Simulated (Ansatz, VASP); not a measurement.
Li16H15: VASP beside Ansatz

Contents of INCAR:

```
  ALGO = Normal
  EDIFF = 1E-6
  EDIFFG = -0.025
  ENCUT = 520
  GGA = PE
  IBRION = 2
  ISIF = 2
  ISMEAR = 0
  ISPIN = 2
  LASPH = True
  LCHARG = False
  LORBIT = 11
  LREAL = Auto
  LWAVE = False
  MAGMOM = 0.167 0 0.167 0 0 0 0.167 0 0.167 0 0 0.167 0 0 0 0.167 0 0 0 0 0 0 0 0 0 0 0 0 0 0 0
  NELM = 150
  NSW = 65
  PREC = Accurate
  SIGMA = 0.01
```

The input KPOINTS:

```
k-points
0
Gamma
  1 1 1
```

The input POSCAR:

```
Li16H15
1.0
   -4.0071000518      4.0071000518     -4.0071000518
    4.0071000518     -4.0071000518     -4.0071000518
   -4.0071000518     -4.0071000518      4.0071000518
Li H
16 15
Direct
    0.0000000000      0.2500000000      0.7500000000
    0.7500000000      0.2500000000      1.0000000000
    0.5000000000      0.2500000000      0.2500000000
    0.2500000000      0.0000000000      0.7500000000
    0.2500000000      0.2500000000      0.5000000000
    1.0000000000      1.0000000000      1.0000000000
    0.7500000000      0.0000000000      0.2500000000
    0.5000000000      0.7500000000      0.7500000000
    0.5000000000      0.0000000000      0.5000000000
    0.2500000000      0.7500000000      1.0000000000
    0.0000000000      0.7500000000      0.2500000000
    0.7500000000      0.5000000000      0.7500000000
    0.7500000000      0.7500000000      0.5000000000
    0.5000000000      0.5000000000      1.0000000000
    0.2500000000      0.5000000000      0.2500000000
    0.0000000000      0.5000000000      0.5000000000
    0.5000000000      0.2500000000      0.7500000000
    0.2500000000      0.2500000000      0.0000000000
    0.0000000000      0.0000000000      0.5000000000
    0.0000000000      0.2500000000      0.2500000000
    0.7500000000      0.0000000000      0.7500000000
    0.5000000000      0.0000000000      0.0000000000
    0.2500000000      0.7500000000      0.5000000000
    0.2500000000      0.0000000000      0.2500000000
    0.0000000000      0.7500000000      0.7500000000
    0.7500000000      0.7500000000      0.0000000000
    0.5000000000      0.5000000000      0.5000000000
    0.5000000000      0.7500000000      0.2500000000
    0.2500000000      0.5000000000      0.7500000000
    0.0000000000      0.5000000000      0.0000000000
    0.7500000000      0.5000000000      0.2500000000
```

Input for Ansatz:

```yaml
crystal:
  lattice:
    - [-4.0071000518, 4.0071000518, -4.0071000518]
    - [4.0071000518, -4.0071000518, -4.0071000518]
    - [-4.0071000518, -4.0071000518, 4.0071000518]
  atoms:
    - { symbol: Li, position: [0.0, 0.25, 0.75], spin: 0.167 }
    - { symbol: Li, position: [0.75, 0.25, 1.0] }
    - { symbol: Li, position: [0.5, 0.25, 0.25], spin: 0.167 }
    - { symbol: Li, position: [0.25, 0.0, 0.75] }
    - { symbol: Li, position: [0.25, 0.25, 0.5] }
    - { symbol: Li, position: [1.0, 1.0, 1.0] }
    - { symbol: Li, position: [0.75, 0.0, 0.25], spin: 0.167 }
    - { symbol: Li, position: [0.5, 0.75, 0.75] }
    - { symbol: Li, position: [0.5, 0.0, 0.5], spin: 0.167 }
    - { symbol: Li, position: [0.25, 0.75, 1.0] }
    - { symbol: Li, position: [0.0, 0.75, 0.25] }
    - { symbol: Li, position: [0.75, 0.5, 0.75], spin: 0.167 }
    - { symbol: Li, position: [0.75, 0.75, 0.5] }
    - { symbol: Li, position: [0.5, 0.5, 1.0] }
    - { symbol: Li, position: [0.25, 0.5, 0.25] }
    - { symbol: Li, position: [0.0, 0.5, 0.5], spin: 0.167 }
    - { symbol: H, position: [0.5, 0.25, 0.75] }
    - { symbol: H, position: [0.25, 0.25, 0.0] }
    - { symbol: H, position: [0.0, 0.0, 0.5] }
    - { symbol: H, position: [0.0, 0.25, 0.25] }
    - { symbol: H, position: [0.75, 0.0, 0.75] }
    - { symbol: H, position: [0.5, 0.0, 0.0] }
    - { symbol: H, position: [0.25, 0.75, 0.5] }
    - { symbol: H, position: [0.25, 0.0, 0.25] }
    - { symbol: H, position: [0.0, 0.75, 0.75] }
    - { symbol: H, position: [0.75, 0.75, 0.0] }
    - { symbol: H, position: [0.5, 0.5, 0.5] }
    - { symbol: H, position: [0.5, 0.75, 0.25] }
    - { symbol: H, position: [0.25, 0.5, 0.75] }
    - { symbol: H, position: [0.0, 0.5, 0.0] }
    - { symbol: H, position: [0.75, 0.5, 0.25] }
  host:
    lattice:
      - [0.0, 2.0035500259, 2.0035500259]
      - [2.0035500259, 0.0, 2.0035500259]
      - [2.0035500259, 2.0035500259, 0.0]
    atoms:
      - { symbol: Li, position: [0.0, 0.0, 0.0] }
      - { symbol: H, position: [0.5, 0.5, 0.5] }
basis:
  ecutwfc: 420
  xc_grid: 2
kpoints:
  mp_grid: { grid: [1, 1, 1], shift: [0.0, 0.0, 0.0] }
hamiltonian:
  xc: pbe
scf:
  occupations: { method: gaussian, width: 0.01 }
output:
  forces: true
  stress: false
  eigenvalues: true
  populations: true
  charged_corrections:
    defect_position: [0.75, 0.25, 0.5]
    epsilon: [[14.9362, 0.0, 0.0], [0.0, 14.9362, 0.0], [0.0, 0.0, 14.9362]]
magnetization:
  spin_polarized: true
relax:
  adjacent_minimum: "off"
  f_tol: 0.025
  max_steps: 45
```

Change from the starting cell: H vacancy (site b), charge +0, atoms relaxed at the host's cell.

Alike in both runs: task relaxation of the atoms; functional PBE; k mesh 1 × 1 × 1; occupations gaussian, width 0.01 eV; collinear spin.

|  | VASP | Ansatz |
| --- | --- | --- |
| version | VASP 6.6.1 | Ansatz 0.2.0 |
| potentials or method | VASP PAW PBE potentials, release 64 (Li_sv, H), cutoff 520 eV | scalar-relativistic, plane waves, PAW |
| valence electrons in the cell | 63 | 63 |

|  | VASP | Ansatz | Ansatz less VASP |
| --- | --- | --- | --- |
| gap on the k mesh at the Fermi level, each at its own relaxed structure (eV) | 0.76 | 0.77 | +0.009 |
| net moment per atom (μB) | 0.03 | 0.03 | 0.000 |
| size of the moment on the site where the two differ most (μB) | 0.02 | 0.03 | +0.011 |

Site moments also hang on the region over which each program counts them.

Noted on VASP's run: the cutoff is short for stress, so the pressure is rough.
